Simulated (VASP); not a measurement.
Write the native input for VASP 6.6.1 that does the following.

- Task: relaxation of the atoms
- Functional: rSCAN
- Potentials or basis: VASP PAW PBE potentials, release 64 (Se)
- Cutoff: 270 eV
- k mesh: 4 × 4 × 3
- Occupations: gaussian, width 0.03 eV
- Spin: no spin polarisation
- Tolerance level: screening
- Purpose: geometry
- Further INCAR settings: ALGO = Normal; EDIFF = 1e-06; IBRION = 2; EDIFFG = -0.01; NSW = 120

The structure of Se lies in POSCAR:

```
Se
1.0
    4.3662000000      0.0000000000      0.0000000000
   -2.1831000000      3.7812401180      0.0000000000
    0.0000000000      0.0000000000      4.9536000000
Se
3
Direct
    0.7475690000      0.7477340000     -0.0064050000
    0.0079800000      0.2465540000      0.6646900000
    0.2205800000     -0.0014050000      0.3385650000
```

This cell differs from its parent crystal: atoms moved at random.

One way to write it, as run:

INCAR

```
SYSTEM = Se
ALGO     = Normal         ! electronic algorithm
EDIFF    = 1E-6           ! SCF threshold, eV
EDIFFG   = -0.01          ! ionic threshold
EFERMI   = MIDGAP       
ENCUT    = 270            ! plane-wave cutoff, eV
GGA_COMPAT= .FALSE.      
IBRION   = 2              ! ionic algorithm
ISIF     = 2              ! what is computed and relaxed
ISMEAR   = 0              ! smearing method
KPAR     = 4            
LASPH    = .TRUE.         ! aspherical terms in the spheres
LCHARG   = .FALSE.        ! write CHGCAR
LMIXTAU  = .TRUE.       
LREAL    = .FALSE.        ! projectors in reciprocal space
LWAVE    = .FALSE.        ! write WAVECAR
METAGGA  = RSCAN          ! meta-GGA
NELM     = 120            ! most SCF steps
NELMIN   = 4            
NSW      = 120            ! ionic steps
PREC     = Accurate       ! precision mode
SIGMA    = 0.03           ! smearing width, eV
```

KPOINTS

```
Automatic mesh
0
Gamma
  4 4 3
  0 0 0
```

Potentials or basis: VASP PAW PBE potentials, release 64 (Se).

Launch:

```sh
$ cat potpaw_PBE.64/Se/POTCAR > POTCAR
$ mpirun -np 4 vasp_std > vasp.out
```

It gave:

The energy gained by relaxing is 32.6 meV/atom. The ionic steps are 12. The pressure after relaxing is 1.1 GPa. The largest force after relaxing is 0.004 eV/Å and the band gap on the k mesh is 1.82 eV (least direct gap 2.21 eV).

Caveat: the k points lie up to 0.42 Å⁻¹ apart; the cell differs from its parent crystal (atoms moved at random); the PAW data sets were made with another functional, which shifts forces and pressure a little; an odd mesh through Γ misses points on the zone boundary, where band edges can lie.

Run time: 73 s on 4 MPI ranks on Intel(R) Xeon(R) 6975P-C (Granite Rapids) (shared host), peak memory 0.12 GiB a rank.
